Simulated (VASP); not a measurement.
# AlRu (Pm-3m) in VASP: a series of runs, part 2 of 2

VASP 6.6.1.

### Step 3. Single point, PBE (strain +0.015 along x and y, +0.015 along z)

INCAR reads:

```
SYSTEM = AlRu
PREC = Accurate
ENCUT = 520
EDIFF = 1E-6
ISMEAR = 0
SIGMA = 0.15
LREAL = .FALSE.
LASPH = .TRUE.
NELM = 80
ALGO = Normal
ISIF = 2
LWAVE = .FALSE.
LCHARG = .FALSE.
GGA = PE
NBANDS = 16
```

KPOINTS reads:

```
regular mesh
0
G
  20 20 20
  0 0 0
```

POSCAR reads:

```
AlRu
1.0
    3.0491459955      0.0000000000      0.0000000000
    0.0000000000      3.0491459955      0.0000000000
    0.0000000000      0.0000000000      3.0491459955
Al Ru
1 1
Direct
    0.0000000000      0.0000000000      0.0000000000
    0.5000000000      0.5000000000      0.5000000000
```

Potentials or basis: VASP PAW PBE potentials, release 64 (Al, Ru_pv).

Command:

```console
> cat potpaw_PBE.64/Al/POTCAR potpaw_PBE.64/Ru_pv/POTCAR > POTCAR
> mpirun -np 1 vasp_std > vasp.out
```

OUTCAR:

```text
SYSTEM = AlRu
   PREC = Accurate
   ENCUT = 520
   EDIFF = 1E-6
   ISMEAR = 0
   LREAL = .FALSE.
   LASPH = .TRUE.
   NELM = 80
   ISIF = 2
   GGA = PE

 ion  position               nearest neighbor table
   1  0.000  0.000  0.000-   2 2.64   2 2.64   2 2.64   2 2.64   2 2.64   2 2.64   2 2.64   2 2.64

   2  0.500  0.500  0.500-   1 2.64   1 2.64   1 2.64   1 2.64   1 2.64   1 2.64   1 2.64   1 2.64

  LATTYP: Found a simple cubic cell.
 ALAT       =     3.0491459955

  Lattice vectors:

 A1 = (   3.0491459955,   0.0000000000,   0.0000000000)
 A2 = (   0.0000000000,   3.0491459955,   0.0000000000)
 A3 = (   0.0000000000,   0.0000000000,   3.0491459955)

Analysis of symmetry for initial positions (statically):
=====================================================================
 Subroutine PRICEL returns:
 Original cell was already a primitive cell.

 Routine SETGRP: Setting up the symmetry group for a
 simple cubic supercell.

 Subroutine GETGRP returns: Found 48 space group operations
 (whereof 48 operations were pure point group operations)
 out of a pool of 48 trial point group operations.

The static configuration has the point symmetry O_h .

Analysis of symmetry for dynamics (positions and initial velocities):
[... 161 lines left out ...]

 val. band max:        9.9255500673   @ k =   0.2000   0.1000   0.0500
 cond. band min:       9.9281855321   @ k =   0.5000   0.4000   0.3500
 fundamental gap:      0.0026354648
 Fermi energy:         9.9262913406

 k-point     1 :       0.0000    0.0000    0.0000
  band No.  band energies     occupation
      1     -31.8243      2.00000
      2     -31.8243      2.00000
      3     -31.8243      2.00000
      4       0.5874      2.00000
      5       6.6631      2.00000
      6       6.6631      2.00000
[... 433 lines left out ...]
      3     -31.8180      2.00000
      4       1.4729      2.00000
      5       6.8350      2.00000
      6       6.9551      2.00000
[... 8 lines left out ...]
     15      22.5098      0.00000
     16      25.8993      0.00000

 [... further k-points ...]

------------------------ aborting loop because EDIFF is reached ----------------------------------------

  FORCE on cell =-STRESS in cart. coord.  units (eV):
  Direction    XX          YY          ZZ          XY          YZ          ZX
  --------------------------------------------------------------------------------------
  -------------------------------------------------------------------------------------
  Total       -1.4654157     -1.4654157     -1.4654157      0.0000000      0.0000000      0.0000000
  in kB      -82.8202949    -82.8202949    -82.8202949      0.0000000      0.0000000      0.0000000
  external PRESSURE =     -82.8202949 kB  Pullay stress =       0.0000000 kB

 VOLUME and BASIS-vectors are now :
 -----------------------------------------------------------------------------
  energy-cutoff  :      520.00
  volume of cell :       28.35
      direct lattice vectors                 reciprocal lattice vectors
     3.049145995  0.000000000  0.000000000     0.327960682  0.000000000  0.000000000
     0.000000000  3.049145995  0.000000000     0.000000000  0.327960682  0.000000000
     0.000000000  0.000000000  3.049145995     0.000000000  0.000000000  0.327960682

 POSITION                                       TOTAL-FORCE (eV/Angst)
 -----------------------------------------------------------------------------------
      0.00000      0.00000      0.00000         0.000000      0.000000      0.000000
      1.52457      1.52457      1.52457         0.000000      0.000000      0.000000
 -----------------------------------------------------------------------------------
    total drift:                                0.000000     -0.000000     -0.000000

  FREE ENERGIE OF THE ION-ELECTRON SYSTEM (eV)
  ---------------------------------------------------
  free  energy   TOTEN  =       -14.2343645931 eV

  energy  without entropy=      -14.2139758889  energy(sigma->0) =      -14.22417024
```

OSZICAR:

```text
N       E                     dE             d eps       ncg     rms          rms(c)
DAV:   1     0.115567307960E+03    0.11557E+03   -0.90611E+03  9336   0.978E+02
DAV:   2    -0.129976142780E+02   -0.12856E+03   -0.12249E+03 10736   0.291E+02
DAV:   3    -0.148766436661E+02   -0.18790E+01   -0.18738E+01 11488   0.365E+01
DAV:   4    -0.148910673671E+02   -0.14424E-01   -0.14405E-01 11792   0.335E+00
DAV:   5    -0.148912799969E+02   -0.21263E-03   -0.21225E-03 11136   0.382E-01    0.108E+01
DAV:   6    -0.143387451036E+02    0.55253E+00   -0.23733E+00 10248   0.164E+01    0.232E+00
DAV:   7    -0.142505750630E+02    0.88170E-01   -0.21526E-01  9752   0.514E+00    0.180E+00
DAV:   8    -0.142346001615E+02    0.15975E-01   -0.20566E-02 11008   0.117E+00    0.197E-01
DAV:   9    -0.142343736704E+02    0.22649E-03   -0.45646E-04 11456   0.167E-01    0.122E-01
DAV:  10    -0.142343662870E+02    0.73834E-05   -0.37165E-05 10336   0.651E-02    0.565E-03
DAV:  11    -0.142343651556E+02    0.11314E-05   -0.11689E-06  9336   0.114E-02    0.425E-03
DAV:  12    -0.142343645931E+02    0.56255E-06   -0.80941E-08  5648   0.284E-03
   1 F= -.14234365E+02 E0= -.14224170E+02  d E =-.203887E-01
```

Wall time 3.1 min (1 thread of AMD EPYC 7R13, shared host); peak memory 0.21 GiB.

Results:

```
Free energy : -14.2344 eV
Pressure    : -8.3 GPa
```

Caveat: the cell differs from its parent crystal (strain +0.015 along x and y, +0.015 along z).

### Step 4. Single point, PBE (strain +0.030 along x and y, +0.030 along z)

INCAR reads:

```
  ALGO = Fast
  EDIFF = 1E-6
  ENCUT = 520
  GGA = PE
  ISIF = 2
  ISMEAR = 0
  LASPH = True
  LCHARG = False
  LREAL = False
  LWAVE = False
  NBANDS = 16
  NELM = 60
  PREC = Accurate
  SIGMA = 0.15
```

KPOINTS reads:

```
k-points
0
Gamma
  20 20 20
```

POSCAR reads:

```
AlRu
1.0
    3.0942072663      0.0000000000      0.0000000000
    0.0000000000      3.0942072663      0.0000000000
    0.0000000000      0.0000000000      3.0942072663
Al Ru
1 1
Direct
    0.0000000000      0.0000000000      0.0000000000
    0.5000000000      0.5000000000      0.5000000000
```

Potentials or basis: VASP PAW PBE potentials, release 64 (Al, Ru_pv).

Command:

```console
> cat potpaw_PBE.64/Al/POTCAR potpaw_PBE.64/Ru_pv/POTCAR > POTCAR
> mpirun -np 1 vasp_std > vasp.out
```

OUTCAR:

```text
EDIFF = 1E-6
   ENCUT = 520
   GGA = PE
   ISIF = 2
   ISMEAR = 0
   LASPH = True
   LREAL = False
   NELM = 60
   PREC = Accurate

 ion  position               nearest neighbor table
   1  0.000  0.000  0.000-   2 2.68   2 2.68   2 2.68   2 2.68   2 2.68   2 2.68   2 2.68   2 2.68

   2  0.500  0.500  0.500-   1 2.68   1 2.68   1 2.68   1 2.68   1 2.68   1 2.68   1 2.68   1 2.68

  LATTYP: Found a simple cubic cell.
 ALAT       =     3.0942072663

  Lattice vectors:

 A1 = (   3.0942072663,   0.0000000000,   0.0000000000)
 A2 = (   0.0000000000,   3.0942072663,   0.0000000000)
 A3 = (   0.0000000000,   0.0000000000,   3.0942072663)

Analysis of symmetry for initial positions (statically):
=====================================================================
 Subroutine PRICEL returns:
 Original cell was already a primitive cell.

 Routine SETGRP: Setting up the symmetry group for a
 simple cubic supercell.

 Subroutine GETGRP returns: Found 48 space group operations
 (whereof 48 operations were pure point group operations)
 out of a pool of 48 trial point group operations.

The static configuration has the point symmetry O_h .
[... 162 lines left out ...]

 E-fermi :   9.3499     XC(G=0): -12.0569

 val. band max:        9.3462264438   @ k =   0.2000   0.1000   0.0500
 cond. band min:       9.3525727997   @ k =   0.4000   0.3500   0.3500
 fundamental gap:      0.0063463560
 Fermi energy:         9.3498645304

 k-point     1 :       0.0000    0.0000    0.0000
  band No.  band energies     occupation
      1     -32.3903      2.00000
      2     -32.3903      2.00000
      3     -32.3903      2.00000
      4       0.2595      2.00000
      5       6.2998      2.00000
      6       6.2998      2.00000
[... 433 lines left out ...]
      3     -32.3850      2.00000
      4       1.1134      2.00000
      5       6.4415      2.00000
      6       6.5699      2.00000
[... 8 lines left out ...]
     15      21.6055      0.00000
     16      24.8353      0.00000

 [... further k-points ...]

------------------------ aborting loop because EDIFF is reached ----------------------------------------

  FORCE on cell =-STRESS in cart. coord.  units (eV):
  Direction    XX          YY          ZZ          XY          YZ          ZX
  --------------------------------------------------------------------------------------
  -------------------------------------------------------------------------------------
  Total       -2.7557106     -2.7557106     -2.7557106      0.0000000      0.0000000      0.0000000
  in kB     -149.0376472   -149.0376472   -149.0376472      0.0000000      0.0000000      0.0000000
  external PRESSURE =    -149.0376472 kB  Pullay stress =       0.0000000 kB

 VOLUME and BASIS-vectors are now :
 -----------------------------------------------------------------------------
  energy-cutoff  :      520.00
  volume of cell :       29.62
      direct lattice vectors                 reciprocal lattice vectors
     3.094207266  0.000000000  0.000000000     0.323184556  0.000000000  0.000000000
     0.000000000  3.094207266  0.000000000     0.000000000  0.323184556  0.000000000
     0.000000000  0.000000000  3.094207266     0.000000000  0.000000000  0.323184556

 POSITION                                       TOTAL-FORCE (eV/Angst)
 -----------------------------------------------------------------------------------
      0.00000      0.00000      0.00000         0.000000      0.000000      0.000000
      1.54710      1.54710      1.54710         0.000000      0.000000      0.000000
 -----------------------------------------------------------------------------------
    total drift:                                0.000000     -0.000000     -0.000000

  FREE ENERGIE OF THE ION-ELECTRON SYSTEM (eV)
  ---------------------------------------------------
  free  energy   TOTEN  =       -14.1415019489 eV

  energy  without entropy=      -14.1197254082  energy(sigma->0) =      -14.13061368
```

stdout:

```text
POSCAR found type information on POSCAR AlRu
 POSCAR found :  2 types and       2 ions
 scaLAPACK will be used
 LDA part: xc-table for (Slater+PW92), standard interpolation
 POSCAR, INCAR and KPOINTS ok, starting setup
 FFT: planning ... GRIDC
 FFT: planning ... GRID_SOFT
 FFT: planning ... GRID
 WAVECAR not read
 entering main loop
```

Wall time 4 min (1 thread of AMD EPYC 7R13, shared host); peak memory 0.22 GiB.

Results:

```
Free energy : -14.1415 eV
Pressure    : -14.9 GPa
```

Caveat: the cell differs from its parent crystal (strain +0.030 along x and y, +0.030 along z).

### Step 5. Overview

| cell | gap on the mesh (eV) | pressure (GPa) |
| --- | --- | --- |
| a = 2.959 Å, 2 atoms | none | 10.2 |
| a = 3.049 Å, 2 atoms | none | -8.3 |
| a = 3.094 Å, 2 atoms | none | -14.9 |

Alike in all rows: task single point; level PBE; potentials or basis VASP PAW PBE potentials, release 64 (Al, Ru_pv); no spin polarisation; k mesh 20 × 20 × 20; cutoff (eV) 520; smearing gaussian 0.15 eV.

Absolute energies hang on the potentials; compare differences alone.
